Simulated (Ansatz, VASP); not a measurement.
**NaF: VASP beside Ansatz**

INCAR

```
SYSTEM = NaF
  PREC = Accurate
  ENCUT = 520
  EDIFF = 1E-6
  ISMEAR = 0
  SIGMA = 0.05
  LREAL = .False.
  LASPH = .True.
  NELM = 100
  ALGO = Normal
  ISIF = 2
  LWAVE = .False.
  LCHARG = .False.
  GGA = PS
  NBANDS = 14
```

The input KPOINTS:

```
Automatic mesh
0
Gamma
  8 8 8
  0 0 0
```

POSCAR

```
NaF
1.0
    0.0000000000      2.2884505000      2.2884505000
    2.2884505000      0.0000000000      2.2884505000
    2.2884505000      2.2884505000      0.0000000000
Na F
1 1
Direct
    0.0000000000      0.0000000000      0.0000000000
    0.5000000000      0.5000000000      0.5000000000
```

Input for Ansatz:

```yaml
crystal:
  lattice:
    - [0.0, 2.2884505, 2.2884505]
    - [2.2884505, 0.0, 2.2884505]
    - [2.2884505, 2.2884505, 0.0]
  atoms:
    - { symbol: Na, position: [0.0, 0.0, 0.0] }
    - { symbol: F, position: [0.5, 0.5, 0.5] }
basis:
  ecutwfc: 420
kpoints:
  mp_grid: { grid: [8, 8, 8] }
hamiltonian:
  xc: pbesol
scf:
  occupations: { method: gaussian, width: 0.05 }
output:
  forces: true
  stress: true
  eigenvalues: true
```

Change from the starting cell: strain -0.015 along x and y, -0.015 along z, atoms carried along.

Alike in both runs: task single point; functional PBEsol; k mesh 8 × 8 × 8; occupations gaussian, width 0.05 eV; no spin polarisation.

```csv
,VASP,Ansatz
version,VASP 6.6.1,Ansatz 0.2.0
potentials or method,"VASP PAW PBE potentials, release 64 (Na_pv, F), cutoff 520 eV","scalar-relativistic, plane waves, PAW"
valence electrons in the cell,14,16
```

|  | VASP | Ansatz | Ansatz less VASP |
| --- | --- | --- | --- |
| gap on the k mesh at the Fermi level (eV) | 6.36 | 6.38 | +0.021 |
| least direct gap on the mesh (eV) | 6.36 | 6.38 | +0.021 |
| pressure (GPa) | 1.7 | 1.8 | +0.04 |

VASP's potentials were made for PBE, not for PBEsol. VASP's potentials hold 14 valence electrons a cell and Ansatz's 16, so a difference there can come from the potentials and not from the codes.
